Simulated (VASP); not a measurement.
# BaPb (Fm-3m) in VASP: a series of runs

Runs on BaPb. Level: LDA. Tasks: single point, relaxation of cell and atoms.

Everything below comes from runs of VASP 6.6.1. Logs are shortened: lines on timing, memory, paths and dates and some standing lists are left out, and cuts for length are marked.

## (1) The cell of the first run

It takes space group Fm-3m (No. 225, cubic). Conventional cell: a = 5.980 Å, b = 5.980 Å, c = 5.980 Å, α = 90.00°, β = 90.00°, γ = 90.00°. Within 3.9 Å of Ba (site symmetry m-3m) lie 6 Pb at 2.99 Å. Within 3.9 Å of Pb (site symmetry m-3m) lie 6 Ba at 2.99 Å.

## (2) Single point, LDA

File INCAR:

```
PREC = Accurate
ENCUT = 500
EDIFF = 1E-6
ISMEAR = -1
SIGMA = 0.05
LREAL = F
LASPH = T
NELM = 120
ALGO = Normal
ISIF = 2
LWAVE = F
LCHARG = F
GGA = CA
NBANDS = 19
GGA_COMPAT = F
```

File KPOINTS:

```
regular mesh
0
Gamma
  7 7 7
```

File POSCAR:

```
BaPb
1.0
    0.0000000000      2.9902110274      2.9902110274
    2.9902110274      0.0000000000      2.9902110274
    2.9902110274      2.9902110274      0.0000000000
Ba Pb
1 1
Direct
    0.0000000000      0.0000000000      0.0000000000
    0.5000000000      0.5000000000      0.5000000000
```

Potentials or basis: VASP PAW LDA potentials, release 64 (Ba_sv, Pb_d).

The run is started by

```bash
$ cat potpaw_LDA.64/Ba_sv/POTCAR potpaw_LDA.64/Pb_d/POTCAR > POTCAR
$ mpirun -np 1 vasp_std > vasp.out
```

OUTCAR:

```text
PREC = Accurate
   ENCUT = 500
   EDIFF = 1E-6
   ISMEAR = -1
   LREAL = F
   LASPH = T
   NELM = 120
   ISIF = 2
   GGA = CA

 ion  position               nearest neighbor table
   1  0.000  0.000  0.000-   2 2.99   2 2.99   2 2.99   2 2.99   2 2.99   2 2.99
   2  0.500  0.500  0.500-   1 2.99   1 2.99   1 2.99   1 2.99   1 2.99   1 2.99

  LATTYP: Found a face centered cubic cell.
 ALAT       =     5.9804220548

  Lattice vectors:

 A1 = (   0.0000000000,   2.9902110274,   2.9902110274)
 A2 = (   2.9902110274,   0.0000000000,   2.9902110274)
 A3 = (   2.9902110274,   2.9902110274,   0.0000000000)

Analysis of symmetry for initial positions (statically):
=====================================================================
 Subroutine PRICEL returns:
 Original cell was already a primitive cell.

 Routine SETGRP: Setting up the symmetry group for a
 face centered cubic supercell.

 Subroutine GETGRP returns: Found 48 space group operations
 (whereof 48 operations were pure point group operations)
 out of a pool of 48 trial point group operations.

The static configuration has the point symmetry O_h .

Analysis of symmetry for dynamics (positions and initial velocities):
=====================================================================
 Subroutine PRICEL returns:
 Original cell was already a primitive cell.

 Routine SETGRP: Setting up the symmetry group for a
 face centered cubic supercell.

 Subroutine GETGRP returns: Found 48 space group operations
 (whereof 48 operations were pure point group operations)
 out of a pool of 48 trial point group operations.

The dynamic configuration has the point symmetry O_h .

 Subroutine INISYM returns: Found 48 space group operations
 (whereof 48 operations are pure point group operations),
 and found     1 'primitive' translations

----------------------------------------------------------------------------------------

                                     Primitive cell

  volume of cell :      53.4731

  direct lattice vectors                    reciprocal lattice vectors
     0.000000000  2.990211027  2.990211027    -0.167212279  0.167212279  0.167212279
     2.990211027  0.000000000  2.990211027     0.167212279 -0.167212279  0.167212279
     2.990211027  2.990211027  0.000000000     0.167212279  0.167212279 -0.167212279

  length of vectors
[... 65 lines left out ...]
   NGX,Y,Z   is equivalent  to a cutoff of  12.58, 12.58, 12.58 a.u.
   NGXF,Y,Z  is equivalent  to a cutoff of  25.16, 25.16, 25.16 a.u.
 SYSTEM =  unknown system
   PREC   = accura    normal or accurate (medium, high low for compatibility)
   ISTART =      0    job   : 0-new  1-cont  2-samecut
   ICHARG =      2    charge: 1-file 2-atom 10-const
   ISPIN  =      1    spin polarized calculation?
   LNONCOLLINEAR =      F non collinear calculations
   LSORBIT =      F    spin-orbit coupling
   LASPH  =      T    aspherical Exc in radial PAW
   ENCUT  =  500.0 eV  36.75 Ry    6.06 a.u.   7.71  7.71  7.71*2*pi/ulx,y,z
   NELM   =    120;   NELMIN=  2; NELMDL= -5     # of ELM steps
   EDIFF  = 0.1E-05   stopping-criterion for ELM
   LREAL  =      F    real-space projection
[... 7 lines left out ...]
   TEBEG  =    0.0;   TEEND  =   0.0 temperature during run
   PSTRESS=    0.0 pullay stress
   NELECT =      24.0000    total number of electrons
   NUPDOWN=      -1.0000    fix difference up-down
   EMIN   =  10.00;   EMAX   =-10.00  energy-range for DOS
   EFERMI =   0.00;   METHOD = LEGACY
   ISMEAR =    -1;   SIGMA  =   0.05  broadening in eV -4-tet -1-fermi 0-gaus
   EFERMI_NEDOS =   21; number of points for ismear=-14 and -15
   IALGO  =     38    algorithm
   IMIX   =      4    mixing-type and parameters
     AMIX     =   0.40;   BMIX     =  1.00
     AMIX_MAG =   1.60;   BMIX_MAG =  1.00
  volume/ion in A,a.u.               =      26.74       180.43
  Fermi-wavevector in a.u.,A,eV,Ry     =   1.253430  2.368639 21.375932  1.571087
  Thomas-Fermi vector in A             =   2.387283
   LORBIT       =      0    0 simple, 1 ext, 2 COOP (PROOUT), +10 PAW based schemes
   GGA     = CA    functional components
   LHFCALC =     F    Hartree Fock is set to
   AEXX    =    0.0000 exact exchange contribution
   IVDW    =     0    specifies the selected vdW correction
   LEPSILON=     F    determine dielectric tensor
   LRPA    =     F    only Hartree local field effects (RPA)
 non-spin polarized calculation
  energy-cutoff  :      500.00
  volume of cell :       53.47
 maximum number of plane-waves:      1374
   NGX = 15   NGY = 15   NGZ = 15

 number of electron      24.0000001 magnetization

 Free energy of the ion-electron system (eV)
  ---------------------------------------------------
  ext. energy  EPLUGINS =         0.00000000
  ---------------------------------------------------
  free energy    TOTEN  =        -4.65629940 eV

  energy without entropy =       -4.61501578  energy(sigma->0) =       -4.63565759

 E-fermi :   6.3946     XC(G=0): -10.9037

 val. band max:        6.3084135757   @ k =  -0.4286   0.4286   0.1429
 cond. band min:       6.4026878833   @ k =  -0.4286   0.2857   0.0000
 fundamental gap:      0.0942743076
 Fermi energy:         6.3946341382

 k-point     1 :       0.0000    0.0000    0.0000
  band No.  band energies     occupation
      1     -20.6324      2.00000
      2     -10.5576      2.00000
      3     -10.5576      2.00000
      4     -10.4327      2.00000
      5     -10.4327      2.00000
      6     -10.4327      2.00000
[... 417 lines left out ...]
      6     -10.3547      2.00000
[... 11 lines left out ...]
     18      14.5070      0.00000
     19      17.1735      0.00000

------------------------ aborting loop because EDIFF is reached ----------------------------------------

  FORCE on cell =-STRESS in cart. coord.  units (eV):
  Direction    XX          YY          ZZ          XY          YZ          ZX
  --------------------------------------------------------------------------------------
  -------------------------------------------------------------------------------------
  Total       10.5048291     10.5048291     10.5048291      0.0000000      0.0000000     -0.0000000
  in kB      314.7487848    314.7487848    314.7487848      0.0000000      0.0000000     -0.0000000
  external PRESSURE =     314.7487848 kB  Pullay stress =       0.0000000 kB

 VOLUME and BASIS-vectors are now :
 -----------------------------------------------------------------------------
  energy-cutoff  :      500.00
  volume of cell :       53.47
      direct lattice vectors                 reciprocal lattice vectors
     0.000000000  2.990211027  2.990211027    -0.167212279  0.167212279  0.167212279
     2.990211027  0.000000000  2.990211027     0.167212279 -0.167212279  0.167212279
     2.990211027  2.990211027  0.000000000     0.167212279  0.167212279 -0.167212279

 POSITION                                       TOTAL-FORCE (eV/Angst)
 -----------------------------------------------------------------------------------
      0.00000      0.00000      0.00000        -0.000000      0.000000     -0.000000
      2.99021      2.99021      2.99021         0.000000     -0.000000      0.000000
 -----------------------------------------------------------------------------------
    total drift:                                0.000000     -0.000000      0.000000

  FREE ENERGIE OF THE ION-ELECTRON SYSTEM (eV)
  ---------------------------------------------------
  free  energy   TOTEN  =        -4.6562994015 eV

  energy  without entropy=       -4.6150157820  energy(sigma->0) =       -4.63565759
```

OSZICAR:

```text
N       E                     dE             d eps       ncg     rms          rms(c)
DAV:   1     0.218235084475E+03    0.21824E+03   -0.12131E+04   776   0.139E+03
DAV:   2     0.107966064508E+02   -0.20744E+03   -0.20035E+03   766   0.352E+02
DAV:   3    -0.434466681005E+01   -0.15141E+02   -0.14804E+02  1010   0.101E+02
DAV:   4    -0.484482474930E+01   -0.50016E+00   -0.49911E+00  1098   0.162E+01
DAV:   5    -0.485416125379E+01   -0.93365E-02   -0.93349E-02   931   0.205E+00    0.931E+00
DAV:   6    -0.471040270452E+01    0.14376E+00   -0.14673E-01   957   0.715E+00    0.538E+00
DAV:   7    -0.465812028839E+01    0.52282E-01   -0.89508E-02  1090   0.426E+00    0.702E-01
DAV:   8    -0.465627136726E+01    0.18489E-02   -0.90348E-03   980   0.144E+00    0.126E-01
DAV:   9    -0.465630335237E+01   -0.31985E-04   -0.27026E-04  1043   0.151E-01    0.339E-02
DAV:  10    -0.465629986018E+01    0.34922E-05   -0.14469E-05   983   0.356E-02    0.640E-03
DAV:  11    -0.465629940154E+01    0.45864E-06   -0.16843E-06   660   0.137E-02
   1 F= -.46562994E+01 E0= -.46356576E+01  d E =-.412836E-01
```

It took 8.3 s on 1 thread of Intel Xeon 8259CL, shared host; peak memory 0.16 GiB.

Results:

- Free energy: -4.6563 eV
- Pressure: 31.5 GPa
- Band gap on the k mesh: zero (bands 12 and 13 overlap by 3.31 eV)

Levels at points of the mesh, in eV from the Fermi level:
| k point | band 7 | band 8 | band 9 | band 10 | band 11 | band 12 | band 13 | band 14 | band 15 | band 16 |
| --- | --- | --- | --- | --- | --- | --- | --- | --- | --- | --- |
| (0.00, 0.00, 0.00) | -12.18 | -12.18 | -12.18 | -9.28 | 2.34 | 2.34 | 2.34 | 2.89 | 2.89 | 2.89 |

Caveat: the cell stands under pressure; spin-orbit coupling is left out, which moves the levels of the heavy elements.

## (3) Single point, LDA

This run uses another cell than the first one, of 29.39 Å³/atom.

File INCAR:

```
PREC = Accurate ; ENCUT = 500
EDIFF = 1E-6 ; ISMEAR = -1
SIGMA = 0.05 ; LREAL = False
LASPH = True ; NELM = 120
ALGO = Normal ; ISIF = 2
LWAVE = False ; LCHARG = False
NBANDS = 19 ; GGA_COMPAT = False
```

File KPOINTS:

```
Automatic mesh
0
Gamma
  7 7 7
```

File POSCAR:

```
BaPb
1.0
    0.0000000000      3.0860831880      3.0860831880
    3.0860831880      0.0000000000      3.0860831880
    3.0860831880      3.0860831880      0.0000000000
Ba Pb
1 1
Direct
    0.0000000000      0.0000000000      0.0000000000
    0.5000000000      0.5000000000      0.5000000000
```

Potentials or basis: VASP PAW LDA potentials, release 64 (Ba_sv, Pb_d).

The run is started by

```bash
$ cat potpaw_LDA.64/Ba_sv/POTCAR potpaw_LDA.64/Pb_d/POTCAR > POTCAR
$ mpirun -np 1 vasp_std > vasp.out
```

OUTCAR:

```text
PREC = Accurate
   ENCUT = 500
   EDIFF = 1E-6
   ISMEAR = -1
   LREAL = False
   LASPH = True
   NELM = 120
   ISIF = 2

 ion  position               nearest neighbor table
   1  0.000  0.000  0.000-   2 3.09   2 3.09   2 3.09   2 3.09   2 3.09   2 3.09
   2  0.500  0.500  0.500-   1 3.09   1 3.09   1 3.09   1 3.09   1 3.09   1 3.09

  LATTYP: Found a face centered cubic cell.
 ALAT       =     6.1721663760

  Lattice vectors:

 A1 = (   0.0000000000,   3.0860831880,   3.0860831880)
 A2 = (   3.0860831880,   0.0000000000,   3.0860831880)
 A3 = (   3.0860831880,   3.0860831880,   0.0000000000)

Analysis of symmetry for initial positions (statically):
=====================================================================
 Subroutine PRICEL returns:
 Original cell was already a primitive cell.

 Routine SETGRP: Setting up the symmetry group for a
 face centered cubic supercell.

 Subroutine GETGRP returns: Found 48 space group operations
 (whereof 48 operations were pure point group operations)
 out of a pool of 48 trial point group operations.

The static configuration has the point symmetry O_h .

Analysis of symmetry for dynamics (positions and initial velocities):
=====================================================================
 Subroutine PRICEL returns:
 Original cell was already a primitive cell.

 Routine SETGRP: Setting up the symmetry group for a
 face centered cubic supercell.

 Subroutine GETGRP returns: Found 48 space group operations
 (whereof 48 operations were pure point group operations)
 out of a pool of 48 trial point group operations.

The dynamic configuration has the point symmetry O_h .

 Subroutine INISYM returns: Found 48 space group operations
 (whereof 48 operations are pure point group operations),
 and found     1 'primitive' translations

----------------------------------------------------------------------------------------

[... 103 lines left out ...]
   EFERMI_NEDOS =   21; number of points for ismear=-14 and -15
   IALGO  =     38    algorithm
   IMIX   =      4    mixing-type and parameters
     AMIX     =   0.40;   BMIX     =  1.00
     AMIX_MAG =   1.60;   BMIX_MAG =  1.00
  volume/ion in A,a.u.               =      29.39       198.34
  Fermi-wavevector in a.u.,A,eV,Ry     =   1.214491  2.295055 20.068434  1.474988
  Thomas-Fermi vector in A             =   2.349909
   LORBIT       =      0    0 simple, 1 ext, 2 COOP (PROOUT), +10 PAW based schemes
   GGA     = CA    functional components
   LHFCALC =     F    Hartree Fock is set to
   AEXX    =    0.0000 exact exchange contribution
   IVDW    =     0    specifies the selected vdW correction
   LEPSILON=     F    determine dielectric tensor
   LRPA    =     F    only Hartree local field effects (RPA)
 non-spin polarized calculation
  energy-cutoff  :      500.00
  volume of cell :       58.78
 maximum number of plane-waves:      1508
   NGX = 15   NGY = 15   NGZ = 15

 number of electron      23.9999994 magnetization

 Free energy of the ion-electron system (eV)
  ---------------------------------------------------
  ext. energy  EPLUGINS =         0.00000000
  ---------------------------------------------------
  free energy    TOTEN  =        -5.51650195 eV

  energy without entropy =       -5.47409508  energy(sigma->0) =       -5.49529851

 E-fermi :   5.4952     XC(G=0): -10.4572

 val. band max:        5.4903917922   @ k =  -0.4286   0.4286   0.1429
 cond. band min:       5.5177601828   @ k =  -0.2857   0.4286   0.1429
 fundamental gap:      0.0273683906
 Fermi energy:         5.4951529279

 k-point     1 :       0.0000    0.0000    0.0000
  band No.  band energies     occupation
      1     -21.4719      2.00000
      2     -11.2408      2.00000
      3     -11.2408      2.00000
      4     -11.1377      2.00000
      5     -11.1377      2.00000
      6     -11.1377      2.00000
[... 417 lines left out ...]
      6     -11.0827      2.00000
[... 11 lines left out ...]
     18      12.9667      0.00000
     19      15.5954      0.00000

------------------------ aborting loop because EDIFF is reached ----------------------------------------

  FORCE on cell =-STRESS in cart. coord.  units (eV):
  Direction    XX          YY          ZZ          XY          YZ          ZX
  --------------------------------------------------------------------------------------
  -------------------------------------------------------------------------------------
  Total        7.7109373      7.7109373      7.7109373     -0.0000000     -0.0000000      0.0000000
  in kB      210.1671687    210.1671687    210.1671687     -0.0000000     -0.0000000      0.0000000
  external PRESSURE =     210.1671687 kB  Pullay stress =       0.0000000 kB

 VOLUME and BASIS-vectors are now :
 -----------------------------------------------------------------------------
  energy-cutoff  :      500.00
  volume of cell :       58.78
      direct lattice vectors                 reciprocal lattice vectors
     0.000000000  3.086083188  3.086083188    -0.162017668  0.162017668  0.162017668
     3.086083188  0.000000000  3.086083188     0.162017668 -0.162017668  0.162017668
     3.086083188  3.086083188  0.000000000     0.162017668  0.162017668 -0.162017668

 POSITION                                       TOTAL-FORCE (eV/Angst)
 -----------------------------------------------------------------------------------
      0.00000      0.00000      0.00000         0.000000      0.000000      0.000000
      3.08608      3.08608      3.08608         0.000000     -0.000000      0.000000
 -----------------------------------------------------------------------------------
    total drift:                                0.000000     -0.000000      0.000000

  FREE ENERGIE OF THE ION-ELECTRON SYSTEM (eV)
  ---------------------------------------------------
  free  energy   TOTEN  =        -5.5165019461 eV

  energy  without entropy=       -5.4740950819  energy(sigma->0) =       -5.49529851
```

OSZICAR:

```text
N       E                     dE             d eps       ncg     rms          rms(c)
DAV:   1     0.223335584915E+03    0.22334E+03   -0.11821E+04   760   0.135E+03
DAV:   2     0.103369448540E+02   -0.21300E+03   -0.20583E+03   786   0.345E+02
DAV:   3    -0.517092368271E+01   -0.15508E+02   -0.15217E+02  1046   0.102E+02
DAV:   4    -0.566081104634E+01   -0.48989E+00   -0.48612E+00  1104   0.166E+01
DAV:   5    -0.567161833117E+01   -0.10807E-01   -0.10801E-01   967   0.204E+00    0.735E+00
DAV:   6    -0.555808985315E+01    0.11353E+00   -0.12670E-01   991   0.616E+00    0.425E+00
DAV:   7    -0.551813124831E+01    0.39959E-01   -0.68739E-02  1018   0.364E+00    0.630E-01
DAV:   8    -0.551646804240E+01    0.16632E-02   -0.76916E-03   968   0.123E+00    0.881E-02
DAV:   9    -0.551650266871E+01   -0.34626E-04   -0.22881E-04   956   0.131E-01    0.198E-02
DAV:  10    -0.551650217081E+01    0.49789E-06   -0.11948E-05  1013   0.345E-02    0.587E-03
DAV:  11    -0.551650194613E+01    0.22468E-06   -0.91539E-07   522   0.868E-03
   1 F= -.55165019E+01 E0= -.54952985E+01  d E =-.424069E-01
```

It took 13 s on 1 thread of Intel Xeon 8259CL, shared host; peak memory 0.16 GiB.

Results:

```
Free energy            : -5.5165 eV
Pressure               : 21.0 GPa
Band gap on the k mesh : zero (bands 12 and 13 overlap by 3.16 eV)
```

Caveat: the cell stands under pressure; spin-orbit coupling is left out, which moves the levels of the heavy elements.

(Part 1 of 2 ends here.)

The gap in the log of VASP goes by the Fermi energy; the results here count the filled bands.